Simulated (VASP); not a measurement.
Set up this calculation in VASP 6.6.1, as the native input.

```yaml
Task: relaxation of cell and atoms
Functional: r2SCAN
Potentials_or_basis: VASP PAW PBE potentials, release 64 (Na_pv, S)
Cutoff: 550 eV
k_mesh: 6 × 6 × 6
Occupations: gaussian, width 0.01 eV
Spin: no spin polarisation
Target_pressure: -2 GPa
Dipole_correction: no
Further_INCAR_settings: ALGO = Normal; EDIFF = 1e-07; IBRION = 2; EDIFFG = -0.002; NSW = 100; ISIF = 3
```

Crystal: Na2S.

```
Na S
1.0
     3.25559    3.25559    0.00000
    -3.25559    3.25559    0.00000
     0.00000    3.25559    3.25559
Na S
2 1
Cartesian
  -1.6278 4.8834 1.6278
  1.6278 4.8834 1.6278
  0.0000 0.0000 0.0000
```

These files were run (other wordings do the same):

POSCAR

```
Na2S
1.0
    3.2555901794      3.2555901794      0.0000000000
   -3.2555901794      3.2555901794      0.0000000000
    0.0000000000      3.2555901794      3.2555901794
Na S
2 1
Direct
    0.2500000000      0.7500000000      0.5000000000
    0.7500000000      0.2500000000      0.5000000000
    0.0000000000      0.0000000000      0.0000000000
```

INCAR.step1

```
PREC     = Accurate       # precision mode
ENCUT    = 550            # plane-wave cutoff, eV
ISMEAR   = 0              # smearing method
SIGMA    = 0.01           # smearing width, eV
LREAL    = F              # projectors in reciprocal space
LASPH    = T              # aspherical terms in the spheres
NELM     = 120            # most SCF steps
GGA      = PE             # functional
ALGO     = Normal         # electronic algorithm
EDIFF    = 1E-5           # SCF threshold, eV
LWAVE    = T              # write WAVECAR
LCHARG   = F              # write CHGCAR
GGA_COMPAT= F            
IBRION   = 2              # ionic algorithm
ISIF     = 3              # what is computed and relaxed
EDIFFG   = -0.005         # ionic threshold
NELMIN   = 4            
NSW      = 100            # ionic steps
```

INCAR.step2

```
PREC     = Accurate       # precision mode
ENCUT    = 550            # plane-wave cutoff, eV
EDIFF    = 1E-7           # SCF threshold, eV
ISMEAR   = 0              # smearing method
SIGMA    = 0.01           # smearing width, eV
LREAL    = F              # projectors in reciprocal space
LASPH    = T              # aspherical terms in the spheres
NELM     = 120            # most SCF steps
ALGO     = Normal         # electronic algorithm
ISIF     = 3              # what is computed and relaxed
LWAVE    = F              # write WAVECAR
LCHARG   = F              # write CHGCAR
METAGGA  = R2SCAN         # meta-GGA
LMIXTAU  = T            
IBRION   = 2              # ionic algorithm
NSW      = 100            # ionic steps
EDIFFG   = -0.002         # ionic threshold
PSTRESS  = -20.0        
ISTART   = 1            
GGA_COMPAT= F            
NELMIN   = 4
```

KPOINTS

```
regular mesh
0
Gamma
  6 6 6
```

Potentials or basis: VASP PAW PBE potentials, release 64 (Na_pv, S).

Command:

```bash
$ cat potpaw_PBE.64/Na_pv/POTCAR potpaw_PBE.64/S/POTCAR > POTCAR
$ cp INCAR.step1 INCAR
$ mpirun -np 1 vasp_std > vasp.out
$ cp INCAR.step2 INCAR
$ mpirun -np 1 vasp_std > vasp.out
```

It gave:

- Relaxed volume: 24.66 Å³/atom
- Relaxed cell: a = 4.712 Å, b = 4.712 Å, c = 4.712 Å, α = 60.00°, β = 60.00°, γ = 90.00°
- Space group after relaxing (to 0.1 Å): Fm-3m (No. 225)
- Energy change on relaxing (the run minimises the enthalpy): +12.2 meV/atom
- Ionic steps: 4
- Pressure after relaxing: -2.0 GPa
- Band gap on the k mesh: 2.87 eV

Caveat: the cell is relaxed towards a set pressure, so the run minimises the enthalpy, not the energy; the PAW data sets were made with another functional, which shifts forces and pressure a little.

Wall time 6.6 min on 1 thread of Intel Xeon 8259CL, on a shared host, peak memory 0.22 GiB.
